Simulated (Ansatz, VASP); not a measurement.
## TiAl: VASP beside Ansatz

```
CELL_PARAMETERS angstrom
3.26866 0.00000 0.00000
0.00000 3.26866 0.00000
0.00000 0.00000 3.00717
ATOMIC_POSITIONS crystal
Ti 0.00000 0.00000 0.00000
Al 0.50000 0.50000 0.50000
```

Alike in both runs: task single point; functional r2SCAN; k mesh 16 × 16 × 16; occupations gaussian, width 0.15 eV; no spin polarisation.

```csv
,VASP,Ansatz
version,VASP 6.6.1,Ansatz 0.2.0
potentials or method,"VASP PAW PBE potentials, release 64 (Ti_sv, Al), cutoff 520 eV","scalar-relativistic, plane waves, PAW"
valence electrons in the cell,15,15
```

VASP gave:

* gap on the k mesh at the Fermi level (eV): none
* pressure (GPa): -0.3
* traceless stress, the component that is largest in VASP (GPa): -0.33

Which values does Ansatz return?

gap on the k mesh at the Fermi level (eV): none; pressure (GPa): -0.5; traceless stress, the component that is largest in VASP (GPa): -0.30.

VASP's potentials were made for PBE, not for r2SCAN. A gap of «none» marks a metal or a gap that the smearing closes.
